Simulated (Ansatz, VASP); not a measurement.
## One calculation of SnTe3, two programs

```
Sn Te
1.0
    -3.20830    3.20830    3.20830
     3.20830   -3.20830    3.20830
     3.20830    3.20830   -3.20830
Sn Te
1 3
Direct
  0.00000 0.00000 0.00000
  0.00000 0.50000 0.50000
  0.50000 0.00000 0.50000
  0.50000 0.50000 0.00000
```

Change from the starting cell: species swapped into the Sb3Au type (Im-3m, No. 229).

Alike in both runs: functional PBE; k mesh 10 × 10 × 10; occupations gaussian, width 0.1 eV; no spin polarisation.

Ansatz relaxed the structure, and its values are those at the end. VASP's run is a single point on that final structure, the one shown.

|  | VASP | Ansatz |
| --- | --- | --- |
| version | VASP 6.6.1 | Ansatz 0.2.0 |
| potentials or method | VASP PAW PBE potentials, release 64 (Sn_d, Te), cutoff 520 eV | scalar-relativistic, plane waves, PAW |
| valence electrons in the cell | 32 | 62 |

|  | VASP | Ansatz | Ansatz less VASP |
| --- | --- | --- | --- |
| gap on the k mesh at the Fermi level (eV) | none | none | - |
| pressure (GPa) | 0.0 | 0.0 | +0.03 |

A gap of «none» marks a metal or a gap that the smearing closes. VASP's potentials hold 32 valence electrons a cell and Ansatz's 62, so a difference there can come from the potentials and not from the codes.

Spin-orbit coupling is off throughout.
